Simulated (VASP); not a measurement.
# BaTaH5 (P4/mmm) in VASP: single point with PBE

Aim: the single point of BaTaH5 with PBE.

Everything below comes from runs of VASP 6.6.1. Logs are shortened: lines on timing, memory, paths and dates and some standing lists are left out, and cuts for length are marked.

## 1. The cell of the first run

Symmetry: P4/mmm, No. 123, tetragonal system. Conventional cell: a = 3.362 Å, b = 3.362 Å, c = 6.937 Å, α = 90.00°, β = 90.00°, γ = 90.00°. Within 3.1 Å of Ba (site symmetry 4/mmm) lie 12 H at 2.38 to 2.90 Å. Ta (site symmetry 4/mmm) has 8 H at 2.01 Å within 2.7 Å. H (site symmetry 4/mmm) has 4 Ba at 2.38 Å and 8 H at 2.90 Å within 3.1 Å. H (site symmetry 2mm) has 2 Ta at 2.01 Å and 5 H at 2.21 to 2.38 Å within 2.7 Å.

The cell was generated, and may not be a known phase.

## 2. Single point, PBE

Input file INCAR:

```
SYSTEM = BaTaH5
  ALGO = Normal
  EDIFF = 1E-6
  ENCUT = 500
  GGA = PE
  GGA_COMPAT = .FALSE.
  ISIF = 2
  ISMEAR = 0
  LASPH = .TRUE.
  LCHARG = .FALSE.
  LREAL = .FALSE.
  LWAVE = .FALSE.
  NBANDS = 23
  NELM = 120
  PREC = Accurate
  SIGMA = 0.1
```

Input file KPOINTS:

```
k-points
0
G
  12 12 6
  0 0 0
```

Input file POSCAR:

```
BaTaH5
1.0
    3.3618946106      0.0000000000      0.0000000000
    0.0000000000      3.3618946106      0.0000000000
    0.0000000000      0.0000000000      6.9373939909
Ba Ta H
1 1 5
Direct
    0.0000000000      0.0000000000      0.0000000000
    0.0000000000      0.0000000000      0.5000000000
    0.5000000000      0.5000000000      0.0000000000
    0.5000000000      0.0000000000      0.6592751748
    0.0000000000      0.5000000000      0.6592751748
    0.5000000000      0.0000000000      0.3407248252
    0.0000000000      0.5000000000      0.3407248252
```

Potentials or basis: VASP PAW PBE potentials, release 64 (Ba_sv, Ta_sv_GW, H).

The run is started by

```sh
$ cat potpaw_PBE.64/Ba_sv/POTCAR potpaw_PBE.64/Ta_sv_GW/POTCAR potpaw_PBE.64/H/POTCAR > POTCAR
$ mpirun -np 1 vasp_std > vasp.out
```

OUTCAR:

```text
SYSTEM = BaTaH5
   EDIFF = 1E-6
   ENCUT = 500
   GGA = PE
   ISIF = 2
   ISMEAR = 0
   LASPH = .TRUE.
   LREAL = .FALSE.
   NELM = 120
   PREC = Accurate

 ion  position               nearest neighbor table
   1  0.000  0.000  0.000-   3 2.38   3 2.38   3 2.38   3 2.38   2 3.47   2 3.47
   2  0.000  0.000  0.500-   4 2.01   5 2.01   6 2.01   7 2.01   5 2.01   7 2.01   4 2.01   6 2.01
                             1 3.47   1 3.47
   3  0.500  0.500  0.000-   1 2.38   1 2.38   1 2.38   1 2.38
   4  0.500  0.000  0.659-   2 2.01   2 2.01
   5  0.000  0.500  0.659-   2 2.01   2 2.01
   6  0.500  0.000  0.341-   2 2.01   2 2.01
   7  0.000  0.500  0.341-   2 2.01   2 2.01

  LATTYP: Found a simple tetragonal cell.
 ALAT       =     3.3618946106
 C/A-ratio  =     2.0635370214

  Lattice vectors:

 A1 = (   3.3618946106,   0.0000000000,   0.0000000000)
 A2 = (   0.0000000000,   3.3618946106,   0.0000000000)
 A3 = (   0.0000000000,   0.0000000000,   6.9373939909)

Analysis of symmetry for initial positions (statically):
=====================================================================
 Subroutine PRICEL returns:
 Original cell was already a primitive cell.

 Routine SETGRP: Setting up the symmetry group for a
 simple tetragonal supercell.

 Subroutine GETGRP returns: Found 16 space group operations
 (whereof 16 operations were pure point group operations)
 out of a pool of 16 trial point group operations.

The static configuration has the point symmetry D_4h.

Analysis of symmetry for dynamics (positions and initial velocities):
=====================================================================
 Subroutine PRICEL returns:
 Original cell was already a primitive cell.

 Routine SETGRP: Setting up the symmetry group for a
 simple tetragonal supercell.

 Subroutine GETGRP returns: Found 16 space group operations
 (whereof 16 operations were pure point group operations)
 out of a pool of 16 trial point group operations.

The dynamic configuration has the point symmetry D_4h.

 Subroutine INISYM returns: Found 16 space group operations
 (whereof 16 operations are pure point group operations),
 and found     1 'primitive' translations

----------------------------------------------------------------------------------------

                                     Primitive cell

  volume of cell :      78.4088

  direct lattice vectors                    reciprocal lattice vectors
     3.361894611  0.000000000  0.000000000     0.297451323  0.000000000  0.000000000
     0.000000000  3.361894611  0.000000000     0.000000000  0.297451323  0.000000000
     0.000000000  0.000000000  6.937393991     0.000000000  0.000000000  0.144146347

  length of vectors
     3.361894611  3.361894611  6.937393991     0.297451323  0.297451323  0.144146347

  position of ions in fractional coordinates (direct lattice)
     0.000000000  0.000000000  0.000000000
     0.000000000  0.000000000  0.500000000
     0.500000000  0.500000000  0.000000000
     0.500000000  0.000000000  0.659275175
     0.000000000  0.500000000  0.659275175
     0.500000000  0.000000000  0.340724825
     0.000000000  0.500000000  0.340724825

  ion indices of the primitive-cell ions
   primitive index   ion index
                 1           1
                 2           2
                 3           3
                 4           4
                 5           5
                 6           6
                 7           7

----------------------------------------------------------------------------------------

 KPOINTS: k-points

Automatic generation of k-mesh.
 Grid dimensions read from file:
 generate k-points for:   12   12    6

 Generating k-lattice:

  Cartesian coordinates                     Fractional coordinates (reciprocal lattice)
     0.024787610  0.000000000  0.000000000     0.083333333  0.000000000  0.000000000
     0.000000000  0.024787610  0.000000000     0.000000000  0.083333333  0.000000000
     0.000000000  0.000000000  0.024024391     0.000000000  0.000000000  0.166666667

  Length of vectors
     0.024787610  0.024787610  0.024024391

  Shift w.r.t. Gamma in fractional coordinates (k-lattice)
     0.000000000  0.000000000  0.000000000

 Subroutine IBZKPT returns following result:
 ===========================================

 Found    112 irreducible k-points:

 Following reciprocal coordinates:
            Coordinates               Weight
  0.000000  0.000000  0.000000      1.000000
  0.083333  0.000000  0.000000      4.000000
  0.166667  0.000000  0.000000      4.000000
  0.250000  0.000000  0.000000      4.000000
  0.333333  0.000000  0.000000      4.000000
  0.416667  0.000000  0.000000      4.000000
[... 16 lines left out ...]
  0.333333  0.333333  0.000000      4.000000
  0.416667  0.333333  0.000000      8.000000
 [... further k-points ...]
   k-points           NKPTS =    112   k-points in BZ     NKDIM =    112   number of bands    NBANDS=     23
   number of dos      NEDOS =    301   number of ions     NIONS =      7
   total plane-waves  NPLWV =  42336
   dimension x,y,z NGX =    28 NGY =   28 NGZ =   54
   dimension x,y,z NGXF=    56 NGYF=   56 NGZF=  108
   ions per type =               1   1   5
   NGX,Y,Z   is equivalent  to a cutoff of  13.85, 13.85, 12.94 a.u.
   NGXF,Y,Z  is equivalent  to a cutoff of  27.69, 27.69, 25.88 a.u.
 SYSTEM =  BaTaH5
   PREC   = accura    normal or accurate (medium, high low for compatibility)
   ISTART =      0    job   : 0-new  1-cont  2-samecut
   ICHARG =      2    charge: 1-file 2-atom 10-const
   ISPIN  =      1    spin polarized calculation?
   LNONCOLLINEAR =      F non collinear calculations
   LSORBIT =      F    spin-orbit coupling
   LASPH  =      T    aspherical Exc in radial PAW
   ENCUT  =  500.0 eV  36.75 Ry    6.06 a.u.   6.13  6.13 12.65*2*pi/ulx,y,z
   NELM   =    120;   NELMIN=  2; NELMDL= -5     # of ELM steps
   EDIFF  = 0.1E-05   stopping-criterion for ELM
   LREAL  =      F    real-space projection
   EDIFFG = 0.1E-04   stopping-criterion for IOM
   NSW    =      0    number of steps for IOM
   IBRION =     -1    ionic relax: 0-MD 1-quasi-New 2-CG
   NFREE  =      0    steps in history (QN), initial steepest desc. (CG)
   ISIF   =      2    stress and relaxation
   ISYM   =      2    0-nonsym 1-usesym 2-fastsym
   POTIM  = 0.5000    time-step for ionic-motion
   TEBEG  =    0.0;   TEEND  =   0.0 temperature during run
   PSTRESS=    0.0 pullay stress
   NELECT =      28.0000    total number of electrons
   NUPDOWN=      -1.0000    fix difference up-down
   EMIN   =  10.00;   EMAX   =-10.00  energy-range for DOS
   EFERMI =   0.00;   METHOD = LEGACY
   ISMEAR =     0;   SIGMA  =   0.10  broadening in eV -4-tet -1-fermi 0-gaus
   EFERMI_NEDOS =   21; number of points for ismear=-14 and -15
   IALGO  =     38    algorithm
   IMIX   =      4    mixing-type and parameters
     AMIX     =   0.40;   BMIX     =  1.00
     AMIX_MAG =   1.60;   BMIX_MAG =  1.00
  volume/ion in A,a.u.               =      11.20        75.59
  Fermi-wavevector in a.u.,A,eV,Ry     =   1.161465  2.194850 18.354261  1.349000
  Thomas-Fermi vector in A             =   2.298036
   LORBIT       =      0    0 simple, 1 ext, 2 COOP (PROOUT), +10 PAW based schemes
   GGA     = PE    functional components
   LHFCALC =     F    Hartree Fock is set to
   AEXX    =    0.0000 exact exchange contribution
   IVDW    =     0    specifies the selected vdW correction
   LEPSILON=     F    determine dielectric tensor
   LRPA    =     F    only Hartree local field effects (RPA)
 non-spin polarized calculation
 Gauss-broadening in eV      SIGMA  =   0.10
  energy-cutoff  :      500.00
  volume of cell :       78.41
 maximum number of plane-waves:      2024
 NGX is ok and might be reduce to    28
   NGX = 13   NGY = 13   NGZ = 25

 number of electron      27.9999995 magnetization

 Free energy of the ion-electron system (eV)
  ---------------------------------------------------
  ext. energy  EPLUGINS =         0.00000000
  ---------------------------------------------------
  free energy    TOTEN  =       -33.11074546 eV

  energy without entropy =      -33.10180949  energy(sigma->0) =      -33.10627748

 E-fermi :   3.9622     XC(G=0):  -9.9446

 val. band max:        3.9612992899   @ k =   0.0000   0.0000   0.1667
 cond. band min:       3.9862416956   @ k =   0.3333   0.3333   0.0000
 fundamental gap:      0.0249424057
 Fermi energy:         3.9621646698

 k-point     1 :       0.0000    0.0000    0.0000
  band No.  band energies     occupation
      1     -64.6269      2.00000
      2     -30.9923      2.00000
      3     -30.9923      2.00000
      4     -30.8960      2.00000
      5     -24.1422      2.00000
      6      -9.4761      2.00000
[... 15 lines left out ...]
     22      11.3040      0.00000
     23      11.4185      0.00000

 k-point     2 :       0.0833    0.0000    0.0000
  band No.  band energies     occupation
      1     -64.6265      2.00000
      2     -31.0047      2.00000
      3     -30.9915      2.00000
      4     -30.8944      2.00000
      5     -24.1199      2.00000
      6      -9.4501      2.00000
[... 15 lines left out ...]
     22      10.7051      0.00000
     23      11.7421      0.00000

 k-point     3 :       0.1667    0.0000    0.0000
  band No.  band energies     occupation
      1     -64.6254      2.00000
      2     -31.0385      2.00000
      3     -30.9891      2.00000
      4     -30.8899      2.00000
      5     -24.0580      2.00000
      6      -9.3774      2.00000
[... 15 lines left out ...]
     22      10.5789      0.00000
     23      10.6232      0.00000
[... 495 lines left out ...]
 k-point    23 :       0.3333    0.3333    0.0000
  band No.  band energies     occupation
      1     -64.6180      2.00000
      2     -31.1195      2.00000
      3     -31.1179      2.00000
      4     -30.8601      2.00000
      5     -23.6367      2.00000
      6      -9.9330      2.00000
[... 15 lines left out ...]
     22      10.5130      0.00000
     23      10.8753      0.00000

 k-point    24 :       0.4167    0.3333    0.0000
  band No.  band energies     occupation
      1     -64.6169      2.00000
      2     -31.1513      2.00000
      3     -31.1159      2.00000
      4     -30.8557      2.00000
      5     -23.5735      2.00000
      6     -10.2234      2.00000
[... 15 lines left out ...]
     22      10.7902      0.00000
     23      11.7062      0.00000

 [... further k-points ...]

------------------------ aborting loop because EDIFF is reached ----------------------------------------

  FORCE on cell =-STRESS in cart. coord.  units (eV):
  Direction    XX          YY          ZZ          XY          YZ          ZX
  --------------------------------------------------------------------------------------
  -------------------------------------------------------------------------------------
  Total        0.5858701      0.5858701      0.0992285      0.0000000      0.0000000     -0.0000000
  in kB       11.9714663     11.9714663      2.0276008      0.0000000      0.0000000     -0.0000000
  external PRESSURE =       8.6568445 kB  Pullay stress =       0.0000000 kB

 VOLUME and BASIS-vectors are now :
 -----------------------------------------------------------------------------
  energy-cutoff  :      500.00
  volume of cell :       78.41
      direct lattice vectors                 reciprocal lattice vectors
     3.361894611  0.000000000  0.000000000     0.297451323  0.000000000  0.000000000
     0.000000000  3.361894611  0.000000000     0.000000000  0.297451323  0.000000000
     0.000000000  0.000000000  6.937393991     0.000000000  0.000000000  0.144146347

 POSITION                                       TOTAL-FORCE (eV/Angst)
 -----------------------------------------------------------------------------------
      0.00000      0.00000      0.00000        -0.000000      0.000000      0.000000
      0.00000      0.00000      3.46870        -0.000000      0.000000      0.000000
      1.68095      1.68095      0.00000        -0.000000      0.000000      0.000000
      1.68095      0.00000      4.57365        -0.000000      0.000000     -0.017396
      0.00000      1.68095      4.57365         0.000000     -0.000000     -0.017396
      1.68095      0.00000      2.36374        -0.000000      0.000000      0.017396
      0.00000      1.68095      2.36374        -0.000000     -0.000000      0.017396
 -----------------------------------------------------------------------------------
    total drift:                               -0.000000      0.000000      0.000000

  FREE ENERGIE OF THE ION-ELECTRON SYSTEM (eV)
  ---------------------------------------------------
  free  energy   TOTEN  =       -33.1107454635 eV

  energy  without entropy=      -33.1018094907  energy(sigma->0) =      -33.10627748
```

Run time: 4.8 min. Hardware: 1 thread of Intel Xeon Platinum 8375C at 2.90GHz (Ice Lake), shared host; peak memory 0.35 GiB.

What came out:

| Item | Value |
| --- | --- |
| Free energy | -33.1107 eV |
| Pressure | 0.9 GPa |
| Largest force | 0.017 eV/Å |
| Band gap on the k mesh | zero (bands 14 and 15 overlap by 1.15 eV) |

Forces on the atoms (eV/Å):
```
Ba   0.000  0.000  0.000
Ta   0.000  0.000  0.000
H    0.000  0.000  0.000
H    0.000  0.000 -0.017
H    0.000  0.000 -0.017
H    0.000  0.000  0.017
H    0.000  0.000  0.017
```

Caveat: spin-orbit coupling is left out, which moves the levels of the heavy elements.

The gap in the log of VASP goes by the Fermi energy; the results here count the filled bands.